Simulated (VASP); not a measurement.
Set up this calculation in VASP 6.6.1, as the native input.

```yaml
Task: relaxation of cell and atoms
Functional: PBE
Potentials_or_basis: VASP PAW PBE potentials, release 64 (Co, Si)
Cutoff: 600 eV
k_mesh: 8 × 8 × 8
Occupations: gaussian, width 0.3 eV
Spin: no spin polarisation
Dipole_correction: no
Further_INCAR_settings: ALGO = Normal; EDIFF = 1e-07; IBRION = 2; EDIFFG = -0.002; NSW = 100; ISIF = 3
```

The structure of CoSi lies in POSCAR:

```
CoSi
1.0
    4.4380000000      0.0000000000      0.0000000000
    0.0000000000      4.4380000000      0.0000000000
    0.0000000000      0.0000000000      4.4380000000
Co Si
4 4
Direct
    0.1400000000      0.1400000000      0.1400000000
    0.3600000000      0.8600000000      0.6400000000
    0.6400000000      0.3600000000      0.8600000000
    0.8600000000      0.6400000000      0.3600000000
    0.8430000000      0.8430000000      0.8430000000
    0.6570000000      0.1570000000      0.3430000000
    0.3430000000      0.6570000000      0.1570000000
    0.1570000000      0.3430000000      0.6570000000
```

One way to write it, as run:

INCAR

```
SYSTEM = CoSi
PREC = Accurate ; ENCUT = 600
EDIFF = 1E-7 ; ISMEAR = 0
SIGMA = 0.3 ; LREAL = .FALSE.
LASPH = .TRUE. ; NELM = 120
ALGO = Normal ; ISIF = 3
LWAVE = .FALSE. ; LCHARG = .FALSE.
GGA = PE ; IBRION = 2
NSW = 100 ; EDIFFG = -0.002
GGA_COMPAT = .FALSE. ; NELMIN = 4
```

KPOINTS

```
regular mesh
0
G
  8 8 8
  0 0 0
```

Potentials or basis: VASP PAW PBE potentials, release 64 (Co, Si).

Run with:

```sh
$ cat potpaw_PBE.64/Co/POTCAR potpaw_PBE.64/Si/POTCAR > POTCAR
$ mpirun -np 1 vasp_std > vasp.out
```

Results of the run:

| Property | Result |
| --- | --- |
| Relaxed volume | 10.87 Å³/atom |
| Relaxed cell | a = 4.431 Å, b = 4.431 Å, c = 4.431 Å, α = 90.00°, β = 90.00°, γ = 90.00° |
| Space group after relaxing (to 0.1 Å) | P2_13 (No. 198) |
| Energy gained by relaxing | 2.5 meV/atom |
| Ionic steps | 11 |
| Pressure after relaxing | 0.0 GPa |
| Band gap on the k mesh | zero (bands 26 and 27 overlap by 0.21 eV) |

Caveat: so wide a smearing shifts energies and pressures.

Wall time 23 min on 1 thread of Intel Xeon 8259CL, on a shared host, peak memory 0.29 GiB.
